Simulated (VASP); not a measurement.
# PbSe (Fm-3m) in VASP: settings compared

Aim: see how the results for PbSe move with the level of theory and the settings. Levels: PBE, r2SCAN. Tasks: single point.

All numbers are computed with VASP 6.6.1; they aren't measurements. Logs are shortened: lines on timing, memory, paths and dates and some standing lists are left out, and cuts for length are marked.

## 1. The cell of the first run

Symmetry: Fm-3m, No. 225, cubic system. Conventional cell: a = 6.177 Å, b = 6.177 Å, c = 6.177 Å, α = 90.00°, β = 90.00°, γ = 90.00°. Within 4.1 Å of Pb (site symmetry m-3m) lie 6 Se at 3.09 Å. Within 4.1 Å of Se (site symmetry m-3m) lie 6 Pb at 3.09 Å.

## 2. Single point, PBE

Contents of INCAR:

```
PREC = Accurate ; ENCUT = 520
EDIFF = 1E-6 ; ISMEAR = 0
SIGMA = 0.01 ; LREAL = False
LASPH = True ; NELM = 100
ALGO = Normal ; ISIF = 2
LWAVE = False ; LCHARG = False
GGA = PE ; NBANDS = 17
```

Contents of KPOINTS:

```
Automatic mesh
0
Gamma
  4 4 4
```

Contents of POSCAR:

```
PbSe
1.0
    0.0000000000      3.0887022193      3.0887022193
    3.0887022193      0.0000000000      3.0887022193
    3.0887022193      3.0887022193      0.0000000000
Pb Se
1 1
Direct
    0.0000000000      0.0000000000      0.0000000000
    0.5000000000      0.5000000000      0.5000000000
```

Potentials or basis: VASP PAW PBE potentials, release 64 (Pb_d, Se).

Command:

```sh
$ cat potpaw_PBE.64/Pb_d/POTCAR potpaw_PBE.64/Se/POTCAR > POTCAR
$ mpirun -np 1 vasp_std > vasp.out
```

OUTCAR:

```text
PREC = Accurate
   ENCUT = 520
   EDIFF = 1E-6
   ISMEAR = 0
   LREAL = False
   LASPH = True
   NELM = 100
   ISIF = 2
   GGA = PE

 ion  position               nearest neighbor table
   1  0.000  0.000  0.000-   2 3.09   2 3.09   2 3.09   2 3.09   2 3.09   2 3.09
   2  0.500  0.500  0.500-   1 3.09   1 3.09   1 3.09   1 3.09   1 3.09   1 3.09

  LATTYP: Found a face centered cubic cell.
 ALAT       =     6.1774044386

  Lattice vectors:

 A1 = (   0.0000000000,   3.0887022193,   3.0887022193)
 A2 = (   3.0887022193,   0.0000000000,   3.0887022193)
 A3 = (   3.0887022193,   3.0887022193,   0.0000000000)

Analysis of symmetry for initial positions (statically):
=====================================================================
 Subroutine PRICEL returns:
 Original cell was already a primitive cell.

 Routine SETGRP: Setting up the symmetry group for a
 face centered cubic supercell.

 Subroutine GETGRP returns: Found 48 space group operations
 (whereof 48 operations were pure point group operations)
 out of a pool of 48 trial point group operations.

The static configuration has the point symmetry O_h .

Analysis of symmetry for dynamics (positions and initial velocities):
=====================================================================
 Subroutine PRICEL returns:
 Original cell was already a primitive cell.

 Routine SETGRP: Setting up the symmetry group for a
 face centered cubic supercell.

 Subroutine GETGRP returns: Found 48 space group operations
 (whereof 48 operations were pure point group operations)
 out of a pool of 48 trial point group operations.

The dynamic configuration has the point symmetry O_h .

 Subroutine INISYM returns: Found 48 space group operations
 (whereof 48 operations are pure point group operations),
 and found     1 'primitive' translations

----------------------------------------------------------------------------------------

                                     Primitive cell

  volume of cell :      58.9329

  direct lattice vectors                    reciprocal lattice vectors
     0.000000000  3.088702219  3.088702219    -0.161880286  0.161880286  0.161880286
     3.088702219  0.000000000  3.088702219     0.161880286 -0.161880286  0.161880286
     3.088702219  3.088702219  0.000000000     0.161880286  0.161880286 -0.161880286

  length of vectors
     4.368084569  4.368084569  4.368084569     0.280384881  0.280384881  0.280384881

  position of ions in fractional coordinates (direct lattice)
     0.000000000  0.000000000  0.000000000
     0.500000000  0.500000000  0.500000000

  ion indices of the primitive-cell ions
   primitive index   ion index
                 1           1
                 2           2

----------------------------------------------------------------------------------------

 KPOINTS: Automatic mesh

Automatic generation of k-mesh.
 Grid dimensions read from file:
 generate k-points for:    4    4    4

 Generating k-lattice:

  Cartesian coordinates                     Fractional coordinates (reciprocal lattice)
    -0.040470072  0.040470072  0.040470072     0.250000000  0.000000000  0.000000000
     0.040470072 -0.040470072  0.040470072     0.000000000  0.250000000  0.000000000
     0.040470072  0.040470072 -0.040470072     0.000000000  0.000000000  0.250000000

  Length of vectors
     0.070096220  0.070096220  0.070096220

  Shift w.r.t. Gamma in fractional coordinates (k-lattice)
     0.000000000  0.000000000  0.000000000

 Subroutine IBZKPT returns following result:
 ===========================================

 Found      8 irreducible k-points:

 Following reciprocal coordinates:
            Coordinates               Weight
  0.000000  0.000000  0.000000      1.000000
  0.250000  0.000000  0.000000      8.000000
  0.500000  0.000000  0.000000      4.000000
  0.250000  0.250000  0.000000      6.000000
  0.500000  0.250000  0.000000     24.000000
 -0.250000  0.250000  0.000000     12.000000
  0.500000  0.500000  0.000000      3.000000
 -0.250000  0.500000  0.250000      6.000000
   k-points           NKPTS =      8   k-points in BZ     NKDIM =      8   number of bands    NBANDS=     17
   number of dos      NEDOS =    301   number of ions     NIONS =      2
   total plane-waves  NPLWV =  32768
   dimension x,y,z NGX =    32 NGY =   32 NGZ =   32
   dimension x,y,z NGXF=    64 NGYF=   64 NGZF=   64
   ions per type =               1   1
   NGX,Y,Z   is equivalent  to a cutoff of  12.18, 12.18, 12.18 a.u.
   NGXF,Y,Z  is equivalent  to a cutoff of  24.36, 24.36, 24.36 a.u.
 SYSTEM =  unknown system
   PREC   = accura    normal or accurate (medium, high low for compatibility)
   ISTART =      0    job   : 0-new  1-cont  2-samecut
   ICHARG =      2    charge: 1-file 2-atom 10-const
   ISPIN  =      1    spin polarized calculation?
   LNONCOLLINEAR =      F non collinear calculations
   LSORBIT =      F    spin-orbit coupling
   LASPH  =      T    aspherical Exc in radial PAW
   ENCUT  =  520.0 eV  38.22 Ry    6.18 a.u.   8.12  8.12  8.12*2*pi/ulx,y,z
   NELM   =    100;   NELMIN=  2; NELMDL= -5     # of ELM steps
   EDIFF  = 0.1E-05   stopping-criterion for ELM
   LREAL  =      F    real-space projection
   EDIFFG = 0.1E-04   stopping-criterion for IOM
   NSW    =      0    number of steps for IOM
   IBRION =     -1    ionic relax: 0-MD 1-quasi-New 2-CG
   NFREE  =      0    steps in history (QN), initial steepest desc. (CG)
   ISIF   =      2    stress and relaxation
   ISYM   =      2    0-nonsym 1-usesym 2-fastsym
   POTIM  = 0.5000    time-step for ionic-motion
   TEBEG  =    0.0;   TEEND  =   0.0 temperature during run
   PSTRESS=    0.0 pullay stress
   NELECT =      20.0000    total number of electrons
   NUPDOWN=      -1.0000    fix difference up-down
   EMIN   =  10.00;   EMAX   =-10.00  energy-range for DOS
   EFERMI =   0.00;   METHOD = LEGACY
   ISMEAR =     0;   SIGMA  =   0.01  broadening in eV -4-tet -1-fermi 0-gaus
   EFERMI_NEDOS =   21; number of points for ismear=-14 and -15
   IALGO  =     38    algorithm
   IMIX   =      4    mixing-type and parameters
     AMIX     =   0.40;   BMIX     =  1.00
     AMIX_MAG =   1.60;   BMIX_MAG =  1.00
  volume/ion in A,a.u.               =      29.47       198.85
  Fermi-wavevector in a.u.,A,eV,Ry     =   1.141911  2.157898 17.741452  1.303960
  Thomas-Fermi vector in A             =   2.278610
   LORBIT       =      0    0 simple, 1 ext, 2 COOP (PROOUT), +10 PAW based schemes
   GGA     = PE    functional components
   LHFCALC =     F    Hartree Fock is set to
   AEXX    =    0.0000 exact exchange contribution
   IVDW    =     0    specifies the selected vdW correction
   LEPSILON=     F    determine dielectric tensor
   LRPA    =     F    only Hartree local field effects (RPA)
 non-spin polarized calculation
 Gauss-broadening in eV      SIGMA  =   0.01
  energy-cutoff  :      520.00
  volume of cell :       58.93
 maximum number of plane-waves:      1604
   NGX = 17   NGY = 17   NGZ = 17

 number of electron      19.9999993 magnetization

 Free energy of the ion-electron system (eV)
  ---------------------------------------------------
  ext. energy  EPLUGINS =         0.00000000
  ---------------------------------------------------
  free energy    TOTEN  =        -8.18537079 eV

  energy without entropy =       -8.18537079  energy(sigma->0) =       -8.18537079

 E-fermi :   4.7793     XC(G=0):  -9.4075

 val. band max:        4.7098072098   @ k =   0.5000   0.0000   0.0000
 cond. band min:       5.0893759472   @ k =   0.5000   0.0000   0.0000
 fundamental gap:      0.3795687374
 Fermi energy:         4.7792850331

 k-point     1 :       0.0000    0.0000    0.0000
  band No.  band energies     occupation
      1     -12.0629      2.00000
      2     -12.0629      2.00000
      3     -12.0629      2.00000
      4     -12.0580      2.00000
      5     -12.0580      2.00000
      6      -8.6345      2.00000
[... 9 lines left out ...]
     16      11.3075      0.00000
     17      12.9542      0.00000

 k-point     2 :       0.2500    0.0000    0.0000
  band No.  band energies     occupation
      1     -12.0696      2.00000
      2     -12.0696      2.00000
      3     -12.0611      2.00000
      4     -12.0471      2.00000
      5     -12.0471      2.00000
      6      -8.2142      2.00000
[... 9 lines left out ...]
     16      12.4906      0.00000
     17      15.8072      0.00000

 k-point     3 :       0.5000    0.0000    0.0000
  band No.  band energies     occupation
      1     -12.0801      2.00000
      2     -12.0801      2.00000
      3     -12.0598      2.00000
      4     -12.0325      2.00000
      5     -12.0325      2.00000
      6      -7.6323      2.00000
[... 9 lines left out ...]
     16      14.9028      0.00000
     17      14.9028      0.00000

 k-point     4 :       0.2500    0.2500    0.0000
  band No.  band energies     occupation
      1     -12.0991      2.00000
      2     -12.0709      2.00000
      3     -12.0494      2.00000
      4     -12.0434      2.00000
      5     -12.0434      2.00000
      6      -8.0619      2.00000
[... 9 lines left out ...]
     16      14.3000      0.00000
     17      14.3012      0.00000

 k-point     5 :       0.5000    0.2500    0.0000
  band No.  band energies     occupation
      1     -12.1212      2.00000
      2     -12.0634      2.00000
      3     -12.0592      2.00000
      4     -12.0373      2.00000
      5     -12.0291      2.00000
      6      -7.4783      2.00000
[... 9 lines left out ...]
     16      15.4469      0.00000
     17      16.0093      0.00000

 k-point     6 :      -0.2500    0.2500    0.0000
  band No.  band energies     occupation
      1     -12.0914      2.00000
      2     -12.0703      2.00000
      3     -12.0530      2.00000
      4     -12.0429      2.00000
      5     -12.0420      2.00000
      6      -7.6785      2.00000
[... 9 lines left out ...]
     16      14.2042      0.00000
     17      15.0477      0.00000

 k-point     7 :       0.5000    0.5000    0.0000
  band No.  band energies     occupation
      1     -12.1677      2.00000
      2     -12.0789      2.00000
      3     -12.0409      2.00000
      4     -12.0229      2.00000
      5     -12.0229      2.00000
      6      -7.3023      2.00000
[... 9 lines left out ...]
     16      16.1749      0.00000
     17      17.3438      0.00000

 k-point     8 :      -0.2500    0.5000    0.2500
  band No.  band energies     occupation
      1     -12.1364      2.00000
      2     -12.0579      2.00000
      3     -12.0517      2.00000
      4     -12.0517      2.00000
      5     -12.0229      2.00000
      6      -7.2723      2.00000
[... 9 lines left out ...]
     16      16.4130      0.00000
     17      17.2809      0.00000

------------------------ aborting loop because EDIFF is reached ----------------------------------------

  FORCE on cell =-STRESS in cart. coord.  units (eV):
  Direction    XX          YY          ZZ          XY          YZ          ZX
  --------------------------------------------------------------------------------------
  -------------------------------------------------------------------------------------
  Total        0.3445952      0.3445952      0.3445952     -0.0000000     -0.0000000     -0.0000000
  in kB        9.3683197      9.3683197      9.3683197     -0.0000000     -0.0000000     -0.0000000
  external PRESSURE =       9.3683197 kB  Pullay stress =       0.0000000 kB

 VOLUME and BASIS-vectors are now :
 -----------------------------------------------------------------------------
  energy-cutoff  :      520.00
  volume of cell :       58.93
      direct lattice vectors                 reciprocal lattice vectors
     0.000000000  3.088702219  3.088702219    -0.161880286  0.161880286  0.161880286
     3.088702219  0.000000000  3.088702219     0.161880286 -0.161880286  0.161880286
     3.088702219  3.088702219  0.000000000     0.161880286  0.161880286 -0.161880286

 POSITION                                       TOTAL-FORCE (eV/Angst)
 -----------------------------------------------------------------------------------
      0.00000      0.00000      0.00000        -0.000000     -0.000000     -0.000000
      3.08870      3.08870      3.08870         0.000000      0.000000      0.000000
 -----------------------------------------------------------------------------------
    total drift:                                0.000000     -0.000000     -0.000000

  FREE ENERGIE OF THE ION-ELECTRON SYSTEM (eV)
  ---------------------------------------------------
  free  energy   TOTEN  =        -8.1853707905 eV

  energy  without entropy=       -8.1853707905  energy(sigma->0) =       -8.18537079
```

Wall time 6.8 s (1 thread of Intel Xeon 6975P-C, shared host); peak memory 0.17 GiB.

Results:

| Quantity | Value |
| --- | --- |
| Free energy | -8.1854 eV |
| Pressure | 0.9 GPa |
| Band gap on the k mesh | 0.38 eV, direct |

Levels at points of the mesh, in eV from the valence-band top:
```tsv
k point	band 8	band 9	band 10	band 11	band 12	band 13
(0.00, 0.00, 0.00)	-1.73	-1.73	-1.73	4.67	4.67	4.67
(0.50, 0.00, 0.00)	-1.34	-1.34	0.00	0.38	1.78	1.78
(0.50, 0.50, 0.00)	-4.74	-3.04	-3.04	3.83	5.53	5.53
```

Caveat: the k points lie up to 0.44 Å⁻¹ apart; spin-orbit coupling is left out, which moves the levels of the heavy elements.

## 3. Single point, r2SCAN

POSCAR is that of step 2.

Contents of INCAR.step1:

```
SYSTEM = PbSe
PREC = Accurate ; ENCUT = 520
ISMEAR = -1 ; SIGMA = 0.02
LREAL = .FALSE. ; LASPH = .TRUE.
NELM = 60 ; NBANDS = 17
GGA = PE ; ALGO = Normal
EDIFF = 1E-4 ; LWAVE = .TRUE.
LCHARG = .FALSE.
```

Contents of INCAR.step2:

```
SYSTEM = PbSe
PREC = Accurate ; ENCUT = 520
EDIFF = 1E-6 ; ISMEAR = -1
SIGMA = 0.02 ; LREAL = .FALSE.
LASPH = .TRUE. ; NELM = 60
ALGO = Normal ; ISIF = 2
LWAVE = .FALSE. ; LCHARG = .FALSE.
METAGGA = R2SCAN ; LMIXTAU = .TRUE.
NBANDS = 17 ; ISTART = 1
```

Contents of KPOINTS:

```
Automatic mesh
0
G
  6 6 6
  0 0 0
```

Potentials or basis: VASP PAW PBE potentials, release 64 (Pb_d, Se).

Command:

```sh
$ cat potpaw_PBE.64/Pb_d/POTCAR potpaw_PBE.64/Se/POTCAR > POTCAR
$ cp INCAR.step1 INCAR
$ mpirun -np 1 vasp_std > vasp.out
$ cp INCAR.step2 INCAR
$ mpirun -np 1 vasp_std > vasp.out
```

OUTCAR:

```text
SYSTEM = PbSe
   PREC = Accurate
   ENCUT = 520
   EDIFF = 1E-6
   ISMEAR = -1
   LREAL = .FALSE.
   LASPH = .TRUE.
   NELM = 60
   ISIF = 2
   METAGGA = R2SCAN
   ISTART = 1

 ion  position               nearest neighbor table
   1  0.000  0.000  0.000-   2 3.09   2 3.09   2 3.09   2 3.09   2 3.09   2 3.09
   2  0.500  0.500  0.500-   1 3.09   1 3.09   1 3.09   1 3.09   1 3.09   1 3.09

  LATTYP: Found a face centered cubic cell.
 ALAT       =     6.1774044386

[... 495 lines left out ...]
     17      17.7577      0.00000

------------------------ aborting loop because EDIFF is reached ----------------------------------------

  FORCE on cell =-STRESS in cart. coord.  units (eV):
  Direction    XX          YY          ZZ          XY          YZ          ZX
  --------------------------------------------------------------------------------------
  -------------------------------------------------------------------------------------
  Total       -0.0002947     -0.0002947     -0.0002947      0.0000000      0.0000000     -0.0000000
  in kB       -0.0080132     -0.0080132     -0.0080132      0.0000000      0.0000000     -0.0000000
  external PRESSURE =      -0.0080132 kB  Pullay stress =       0.0000000 kB

 VOLUME and BASIS-vectors are now :
 -----------------------------------------------------------------------------
  energy-cutoff  :      520.00
  volume of cell :       58.93
      direct lattice vectors                 reciprocal lattice vectors
     0.000000000  3.088702219  3.088702219    -0.161880286  0.161880286  0.161880286
     3.088702219  0.000000000  3.088702219     0.161880286 -0.161880286  0.161880286
     3.088702219  3.088702219  0.000000000     0.161880286  0.161880286 -0.161880286

 POSITION                                       TOTAL-FORCE (eV/Angst)
 -----------------------------------------------------------------------------------
      0.00000      0.00000      0.00000         0.000000      0.000000     -0.000000
      3.08870      3.08870      3.08870        -0.000000     -0.000000      0.000000
 -----------------------------------------------------------------------------------
    total drift:                                0.000000     -0.000000     -0.000000

  FREE ENERGIE OF THE ION-ELECTRON SYSTEM (eV)
  ---------------------------------------------------
  free  energy   TOTEN  =       -71.9411463858 eV

  energy  without entropy=      -71.9411463845  energy(sigma->0) =      -71.94114639
```

Wall time 37 s (1 thread of Intel Xeon 6975P-C, shared host); peak memory 0.19 GiB.

What came out:

| Item | Value |
| --- | --- |
| Free energy | -71.9411 eV |
| Pressure | 0.0 GPa |
| Band gap on the k mesh | 0.67 eV, direct |

Levels at points of the mesh, in eV from the valence-band top:
| k point | band 7 | band 8 | band 9 | band 10 | band 11 | band 12 | band 13 | band 14 |
| --- | --- | --- | --- | --- | --- | --- | --- | --- |
| (0.00, 0.00, 0.00) | -6.38 | -1.88 | -1.88 | -1.88 | 5.00 | 5.00 | 5.00 | 7.04 |
| (0.50, 0.00, 0.00) | -8.89 | -1.48 | -1.48 | 0.00 | 0.67 | 2.00 | 2.00 | 9.07 |
| (0.50, 0.50, 0.00) | -7.48 | -4.90 | -3.19 | -3.19 | 4.16 | 5.91 | 5.91 | 6.37 |

Caveat: the PAW data sets were made with another functional, which shifts forces and pressure a little; spin-orbit coupling is left out, which moves the levels of the heavy elements.

(Continued in part 2 of 2.)
